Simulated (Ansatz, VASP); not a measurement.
**TiCo: VASP beside Ansatz**

```xyz
2
Lattice="2.9861 0.0000 0.0000 0.0000 2.9861 0.0000 0.0000 0.0000 2.9861" Properties=species:S:1:pos:R:3 pbc="T T T"
Co    1.4931    1.4931    1.4931
Ti    0.0000    0.0000    0.0000
```

Alike in both runs: task single point; functional PBE; k mesh 9 × 9 × 9; occupations gaussian, width 0.1 eV; collinear spin.

|  | VASP | Ansatz |
| --- | --- | --- |
| version | VASP 6.6.1 | Ansatz 0.2.0 |
| potentials or method | VASP PAW PBE potentials, release 64 (Co, Ti_sv), cutoff 520 eV | all-electron LAPW, scalar-relativistic |

VASP gave:

```
gap on the k mesh at the Fermi level (eV)                     : none
pressure (GPa)                                                : -1.1
net moment per atom (μB)                                      : 0.40
size of the moment on the site where the two differ most (μB) : 0.88
```

Question: Estimate Ansatz's values.

Answer: gap on the k mesh at the Fermi level (eV): none; pressure (GPa): -0.5; net moment per atom (μB): 0.42; size of the moment on the site where the two differ most (μB): 0.94.

Site moments also hang on the region over which each program counts them. A gap of «none» marks a metal or a gap that the smearing closes. Ansatz ran all-electron here, and VASP with PAW potentials.
